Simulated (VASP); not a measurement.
# Si (Fd-3m) in VASP: notebook

Si is run at these levels: PBE, LDA; tasks: single point.

Program: VASP 6.6.1. These are calculated values, not measurements. Logs are shortened: lines on timing, memory, paths and dates and some standing lists are left out, and cuts for length are marked.

### Step 1. The cell of the first run

Symmetry: Fd-3m, No. 227, cubic system. Conventional cell: a = 5.444 Å, b = 5.444 Å, c = 5.444 Å, α = 90.00°, β = 90.00°, γ = 90.00°. Si (site symmetry -43m) has 4 Si at 2.36 Å within 3.1 Å.

### Step 2. Single point, PBE

File INCAR:

```
PREC     = Accurate       # precision mode
ENCUT    = 500            # plane-wave cutoff, eV
EDIFF    = 1E-6           # SCF threshold, eV
ISMEAR   = 0              # smearing method
SIGMA    = 0.01           # smearing width, eV
LREAL    = F              # projectors in reciprocal space
LASPH    = T              # aspherical terms in the spheres
NELM     = 120            # most SCF steps
ALGO     = Normal         # electronic algorithm
ISIF     = 2              # what is computed and relaxed
LWAVE    = F              # write WAVECAR
LCHARG   = T              # write CHGCAR
GGA      = PE             # functional
LELF     = T              # ELF
LVHAR    = T            
NBANDS   = 11             # bands
GGA_COMPAT= F
```

File KPOINTS:

```
regular mesh
0
Gamma
  4 4 4
```

File POSCAR:

```
Si
1.0
    0.0000000000      2.7221188962      2.7221188962
    2.7221188962      0.0000000000      2.7221188962
    2.7221188962      2.7221188962      0.0000000000
Si
2
Direct
    0.0000000000      0.0000000000      0.0000000000
    0.2500000000      0.2500000000      0.2500000000
```

Potentials or basis: VASP PAW PBE potentials, release 64 (Si).

Started as:

```console
$ cat potpaw_PBE.64/Si/POTCAR > POTCAR
$ mpirun -np 1 vasp_std > vasp.out
```

OUTCAR:

```text
PREC = Accurate
   ENCUT = 500
   EDIFF = 1E-6
   ISMEAR = 0
   LREAL = F
   LASPH = T
   NELM = 120
   ISIF = 2
   GGA = PE

 ion  position               nearest neighbor table
   1  0.000  0.000  0.000-   2 2.36   2 2.36   2 2.36   2 2.36
   2  0.250  0.250  0.250-   1 2.36   1 2.36   1 2.36   1 2.36

  LATTYP: Found a face centered cubic cell.
 ALAT       =     5.4442377924

  Lattice vectors:

 A1 = (   0.0000000000,   2.7221188962,   2.7221188962)
 A2 = (   2.7221188962,   0.0000000000,   2.7221188962)
 A3 = (   2.7221188962,   2.7221188962,   0.0000000000)

Analysis of symmetry for initial positions (statically):
=====================================================================
 Subroutine PRICEL returns:
 Original cell was already a primitive cell.

 Routine SETGRP: Setting up the symmetry group for a
 face centered cubic supercell.

 Subroutine GETGRP returns: Found 48 space group operations
 (whereof 24 operations were pure point group operations)
 out of a pool of 48 trial point group operations.

The static configuration has the point symmetry T_d .
 The point group associated with its full space group is O_h .

Analysis of symmetry for dynamics (positions and initial velocities):
=====================================================================
 Subroutine PRICEL returns:
 Original cell was already a primitive cell.

 Routine SETGRP: Setting up the symmetry group for a
 face centered cubic supercell.

 Subroutine GETGRP returns: Found 48 space group operations
 (whereof 24 operations were pure point group operations)
 out of a pool of 48 trial point group operations.

The dynamic configuration has the point symmetry T_d .
 The point group associated with its full space group is O_h .

 Subroutine INISYM returns: Found 48 space group operations
 (whereof 24 operations are pure point group operations),
 and found     1 'primitive' translations

----------------------------------------------------------------------------------------

                                     Primitive cell

  volume of cell :      40.3414

  direct lattice vectors                    reciprocal lattice vectors
     0.000000000  2.722118896  2.722118896    -0.183680441  0.183680441  0.183680441
     2.722118896  0.000000000  2.722118896     0.183680441 -0.183680441  0.183680441
     2.722118896  2.722118896  0.000000000     0.183680441  0.183680441 -0.183680441

  length of vectors
     3.849657461  3.849657461  3.849657461     0.318143857  0.318143857  0.318143857

  position of ions in fractional coordinates (direct lattice)
     0.000000000  0.000000000  0.000000000
     0.250000000  0.250000000  0.250000000

  ion indices of the primitive-cell ions
   primitive index   ion index
                 1           1
                 2           2

----------------------------------------------------------------------------------------

 KPOINTS: regular mesh

Automatic generation of k-mesh.
 Grid dimensions read from file:
 generate k-points for:    4    4    4

 Generating k-lattice:

  Cartesian coordinates                     Fractional coordinates (reciprocal lattice)
    -0.045920110  0.045920110  0.045920110     0.250000000  0.000000000  0.000000000
     0.045920110 -0.045920110  0.045920110     0.000000000  0.250000000  0.000000000
     0.045920110  0.045920110 -0.045920110     0.000000000  0.000000000  0.250000000

  Length of vectors
     0.079535964  0.079535964  0.079535964

  Shift w.r.t. Gamma in fractional coordinates (k-lattice)
     0.000000000  0.000000000  0.000000000

 Subroutine IBZKPT returns following result:
 ===========================================

 Found      8 irreducible k-points:

 Following reciprocal coordinates:
            Coordinates               Weight
  0.000000  0.000000  0.000000      1.000000
  0.250000  0.000000  0.000000      8.000000
  0.500000  0.000000  0.000000      4.000000
  0.250000  0.250000  0.000000      6.000000
  0.500000  0.250000  0.000000     24.000000
 -0.250000  0.250000  0.000000     12.000000
  0.500000  0.500000  0.000000      3.000000
 -0.250000  0.500000  0.250000      6.000000
   k-points           NKPTS =      8   k-points in BZ     NKDIM =      8   number of bands    NBANDS=     11
   number of dos      NEDOS =    301   number of ions     NIONS =      2
   total plane-waves  NPLWV =  21952
   dimension x,y,z NGX =    28 NGY =   28 NGZ =   28
   dimension x,y,z NGXF=    56 NGYF=   56 NGZF=   56
   ions per type =               2
   NGX,Y,Z   is equivalent  to a cutoff of  12.09, 12.09, 12.09 a.u.
   NGXF,Y,Z  is equivalent  to a cutoff of  24.18, 24.18, 24.18 a.u.
 SYSTEM =  unknown system
   PREC   = accura    normal or accurate (medium, high low for compatibility)
   ISTART =      0    job   : 0-new  1-cont  2-samecut
   ICHARG =      2    charge: 1-file 2-atom 10-const
   ISPIN  =      1    spin polarized calculation?
   LNONCOLLINEAR =      F non collinear calculations
   LSORBIT =      F    spin-orbit coupling
   LASPH  =      T    aspherical Exc in radial PAW
   ENCUT  =  500.0 eV  36.75 Ry    6.06 a.u.   7.02  7.02  7.02*2*pi/ulx,y,z
   NELM   =    120;   NELMIN=  2; NELMDL= -5     # of ELM steps
   EDIFF  = 0.1E-05   stopping-criterion for ELM
   LREAL  =      F    real-space projection
   EDIFFG = 0.1E-04   stopping-criterion for IOM
   NSW    =      0    number of steps for IOM
   IBRION =     -1    ionic relax: 0-MD 1-quasi-New 2-CG
   NFREE  =      0    steps in history (QN), initial steepest desc. (CG)
   ISIF   =      2    stress and relaxation
   ISYM   =      2    0-nonsym 1-usesym 2-fastsym
   POTIM  = 0.5000    time-step for ionic-motion
   TEBEG  =    0.0;   TEEND  =   0.0 temperature during run
   PSTRESS=    0.0 pullay stress
   NELECT =       8.0000    total number of electrons
   NUPDOWN=      -1.0000    fix difference up-down
   EMIN   =  10.00;   EMAX   =-10.00  energy-range for DOS
   EFERMI =   0.00;   METHOD = LEGACY
   ISMEAR =     0;   SIGMA  =   0.01  broadening in eV -4-tet -1-fermi 0-gaus
   EFERMI_NEDOS =   21; number of points for ismear=-14 and -15
   IALGO  =     38    algorithm
   IMIX   =      4    mixing-type and parameters
     AMIX     =   0.40;   BMIX     =  1.00
     AMIX_MAG =   1.60;   BMIX_MAG =  1.00
  volume/ion in A,a.u.               =      20.17       136.12
  Fermi-wavevector in a.u.,A,eV,Ry     =   0.954672  1.804069 12.400344  0.911400
  Thomas-Fermi vector in A             =   2.083440
   LORBIT       =      0    0 simple, 1 ext, 2 COOP (PROOUT), +10 PAW based schemes
   GGA     = PE    functional components
   LHFCALC =     F    Hartree Fock is set to
   AEXX    =    0.0000 exact exchange contribution
   IVDW    =     0    specifies the selected vdW correction
   LEPSILON=     F    determine dielectric tensor
   LRPA    =     F    only Hartree local field effects (RPA)
 non-spin polarized calculation
 Gauss-broadening in eV      SIGMA  =   0.01
  energy-cutoff  :      500.00
  volume of cell :       40.34
 maximum number of plane-waves:      1036
   NGX = 13   NGY = 13   NGZ = 13

 number of electron       8.0000000 magnetization

 Free energy of the ion-electron system (eV)
  ---------------------------------------------------
  ext. energy  EPLUGINS =         0.00000000
  ---------------------------------------------------
  free energy    TOTEN  =       -10.66103234 eV

  energy without entropy =      -10.66103234  energy(sigma->0) =      -10.66103234

 E-fermi :   5.8886     XC(G=0):  -9.3534

 val. band max:        5.7943116042   @ k =   0.0000   0.0000   0.0000
 cond. band min:       6.5024799524   @ k =   0.5000   0.5000   0.0000
 fundamental gap:      0.7081683481
 Fermi energy:         5.8886318698

 k-point     1 :       0.0000    0.0000    0.0000
  band No.  band energies     occupation
      1      -6.1203      2.00000
      2       5.7943      2.00000
      3       5.7943      2.00000
      4       5.7943      2.00000
      5       8.3387      0.00000
      6       8.3387      0.00000
      7       8.3387      0.00000
      8       9.0855      0.00000
      9      13.4883      0.00000
     10      13.4883      0.00000
     11      13.7234      0.00000

 k-point     2 :       0.2500    0.0000    0.0000
  band No.  band energies     occupation
      1      -5.3253      2.00000
      2       1.8776      2.00000
      3       5.0370      2.00000
      4       5.0370      2.00000
      5       7.7924      0.00000
      6       9.2788      0.00000
      7       9.2788      0.00000
      8      12.6571      0.00000
      9      12.9653      0.00000
     10      12.9653      0.00000
     11      14.7554      0.00000

 k-point     3 :       0.5000    0.0000    0.0000
  band No.  band energies     occupation
      1      -3.8049      2.00000
      2      -1.1466      2.00000
      3       4.5998      2.00000
      4       4.5998      2.00000
      5       7.3017      0.00000
      6       9.1175      0.00000
      7       9.1175      0.00000
      8      13.5006      0.00000
      9      16.3087      0.00000
     10      16.3087      0.00000
     11      17.0886      0.00000

 k-point     4 :       0.2500    0.2500    0.0000
  band No.  band energies     occupation
      1      -5.0445      2.00000
      2       2.2778      2.00000
      3       3.9128      2.00000
      4       3.9128      2.00000
      5       6.9172      0.00000
      6       8.9115      0.00000
      7      11.5186      0.00000
      8      11.5186      0.00000
      9      13.7894      0.00000
     10      14.6912      0.00000
     11      17.1829      0.00000

 k-point     5 :       0.5000    0.2500    0.0000
  band No.  band energies     occupation
      1      -3.4190      2.00000
      2      -0.5702      2.00000
      3       2.2769      2.00000
      4       3.5992      2.00000
      5       7.3063      0.00000
      6      10.2242      0.00000
      7      11.4986      0.00000
      8      11.6832      0.00000
      9      15.9564      0.00000
     10      16.2903      0.00000
     11      17.9000      0.00000

 k-point     6 :      -0.2500    0.2500    0.0000
  band No.  band energies     occupation
      1      -4.0889      2.00000
      2       0.3267      2.00000
      3       2.0614      2.00000
      4       4.4716      2.00000
      5       8.2255      0.00000
      6      10.5537      0.00000
      7      10.9058      0.00000
      8      11.8965      0.00000
      9      12.2228      0.00000
     10      15.3819      0.00000
     11      18.3615      0.00000

 k-point     7 :       0.5000    0.5000    0.0000
  band No.  band energies     occupation
      1      -1.9998      2.00000
      2      -1.9998      2.00000
      3       2.9554      2.00000
      4       2.9554      2.00000
      5       6.5025      0.00000
      6       6.5025      0.00000
      7      15.8379      0.00000
      8      15.8379      0.00000
      9      16.7376      0.00000
     10      16.7376      0.00000
     11      18.2683      0.00000

 k-point     8 :      -0.2500    0.5000    0.2500
  band No.  band energies     occupation
      1      -1.8383      2.00000
      2      -1.8383      2.00000
      3       1.9634      2.00000
      4       1.9634      2.00000
      5      10.0523      0.00000
      6      10.0523      0.00000
      7      10.7594      0.00000
      8      10.7594      0.00000
      9      16.3231      0.00000
     10      16.3231      0.00000
     11      18.7644      0.00000

------------------------ aborting loop because EDIFF is reached ----------------------------------------

  FORCE on cell =-STRESS in cart. coord.  units (eV):
  Direction    XX          YY          ZZ          XY          YZ          ZX
  --------------------------------------------------------------------------------------
  -------------------------------------------------------------------------------------
  Total        0.4650728      0.4650728      0.4650728      0.0000000      0.0000000      0.0000000
  in kB       18.4705699     18.4705699     18.4705699      0.0000000      0.0000000      0.0000000
  external PRESSURE =      18.4705699 kB  Pullay stress =       0.0000000 kB

 VOLUME and BASIS-vectors are now :
 -----------------------------------------------------------------------------
  energy-cutoff  :      500.00
  volume of cell :       40.34
      direct lattice vectors                 reciprocal lattice vectors
     0.000000000  2.722118896  2.722118896    -0.183680441  0.183680441  0.183680441
     2.722118896  0.000000000  2.722118896     0.183680441 -0.183680441  0.183680441
     2.722118896  2.722118896  0.000000000     0.183680441  0.183680441 -0.183680441

 POSITION                                       TOTAL-FORCE (eV/Angst)
 -----------------------------------------------------------------------------------
      0.00000      0.00000      0.00000        -0.000000     -0.000000      0.000000
      1.36106      1.36106      1.36106         0.000000      0.000000     -0.000000
 -----------------------------------------------------------------------------------
    total drift:                                0.000000      0.000000     -0.000000

  FREE ENERGIE OF THE ION-ELECTRON SYSTEM (eV)
  ---------------------------------------------------
  free  energy   TOTEN  =       -10.6610323412 eV

  energy  without entropy=      -10.6610323412  energy(sigma->0) =      -10.66103234
```

It took 3.9 s on 1 thread of Intel Xeon Platinum 8559C (Emerald Rapids), shared host; peak memory 0.14 GiB.

What came out:

```yaml
Free_energy: -10.6610 eV
Pressure: 1.8 GPa
Band_gap_on_the_k_mesh: 0.71 eV, indirect (least direct gap 2.54 eV)
```

Levels at points of the mesh, in eV from the valence-band top:
```tsv
k point	band 1	band 2	band 3	band 4	band 5	band 6	band 7	band 8
(0.00, 0.00, 0.00)	-11.91	0.00	0.00	0.00	2.54	2.54	2.54	3.29
(0.50, 0.00, 0.00)	-9.60	-6.94	-1.19	-1.19	1.51	3.32	3.32	7.71
(0.50, 0.50, 0.00)	-7.79	-7.79	-2.84	-2.84	0.71	0.71	10.04	10.04
```

Caveat: the k points lie up to 0.50 Å⁻¹ apart.

### Step 3. Single point, LDA

File INCAR:

```
SYSTEM = Si
  PREC = Accurate
  ENCUT = 500
  EDIFF = 1E-6
  ISMEAR = 0
  SIGMA = 0.01
  LREAL = .FALSE.
  LASPH = .TRUE.
  NELM = 120
  ALGO = Normal
  ISIF = 2
  LWAVE = .FALSE.
  LCHARG = .FALSE.
  GGA = CA
  NBANDS = 11
  GGA_COMPAT = .FALSE.
```

File KPOINTS:

```
regular mesh
0
G
  4 4 4
  0 0 0
```

POSCAR is that of step 2.

Potentials or basis: VASP PAW LDA potentials, release 64 (Si).

Started as:

```console
$ cat potpaw_LDA.64/Si/POTCAR > POTCAR
$ mpirun -np 1 vasp_std > vasp.out
```

Run time: 2.4 s. Hardware: 1 thread of Intel Xeon Platinum 8559C (Emerald Rapids), shared host; peak memory 0.12 GiB.

It converged, with:

```
Free energy            : -11.7169 eV
Pressure               : -1.5 GPa
Band gap on the k mesh : 0.59 eV, indirect (least direct gap 2.50 eV)
```

Levels at points of the mesh, in eV from the valence-band top:
```csv
k point,band 1,band 2,band 3,band 4,band 5,band 6,band 7,band 8,band 9
"(0.00, 0.00, 0.00)",-11.92,0.00,0.00,0.00,2.50,2.50,2.50,3.12,7.61
"(0.50, 0.00, 0.00)",-9.59,-6.97,-1.19,-1.19,1.39,3.27,3.27,7.46,10.48
"(0.50, 0.50, 0.00)",-7.80,-7.80,-2.85,-2.85,0.59,0.59,9.90,9.90,10.89
```

Caveat: the k points lie up to 0.50 Å⁻¹ apart.
